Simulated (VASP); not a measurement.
Write the native input for VASP 6.6.1 that does the following.

```
Task                   : single point
Functional             : PBE
Potentials or basis    : VASP PAW PBE potentials, release 64 (W_sv)
Cutoff                 : 520 eV
k mesh                 : 24 × 24 × 24
Occupations            : gaussian, width 0.15 eV
Spin                   : no spin polarisation
Dipole correction      : no
Further INCAR settings : ALGO = Fast; EDIFF = 1e-06; NBANDS = 13
```

The structure of W lies in POSCAR:

```
W
1.0
   -1.5153286575      1.5983603647      1.5983603647
    1.5983603647     -1.5153286575      1.5983603647
    1.5983603647      1.5983603647     -1.5153286575
W
1
Direct
    0.0000000000      0.0000000000      0.0000000000
```

This cell differs from its parent crystal: ratio of the length along [111] to the lengths across it x 1.08, volume and fractional coordinates fixed.

The input as run:

INCAR

```
PREC     = Accurate       # precision mode
ENCUT    = 520            # plane-wave cutoff, eV
EDIFF    = 1E-6           # SCF threshold, eV
ISMEAR   = 0              # smearing method
SIGMA    = 0.15           # smearing width, eV
LREAL    = False          # projectors in reciprocal space
LASPH    = True           # aspherical terms in the spheres
NELM     = 80             # most SCF steps
ALGO     = Fast           # electronic algorithm
ISIF     = 2              # what is computed and relaxed
LWAVE    = False          # write WAVECAR
LCHARG   = False          # write CHGCAR
GGA      = PE             # functional
NBANDS   = 13             # bands
```

KPOINTS

```
regular mesh
0
Gamma
  24 24 24
```

Potentials or basis: VASP PAW PBE potentials, release 64 (W_sv).

Command:

```console
$ cat potpaw_PBE.64/W_sv/POTCAR > POTCAR
$ mpirun -np 1 vasp_std > vasp.out
```

It gave:

- Pressure: -1.3 GPa
- Band gap on the k mesh: zero (band 7 reaches 14.80 eV, above the bottom of band 8 at 10.21 eV)

Caveat: spin-orbit coupling is left out, which moves the levels of the heavy elements.

Wall time 87 s on 1 thread of AMD EPYC 9R45 (Zen 5), on a shared host, peak memory 0.31 GiB.
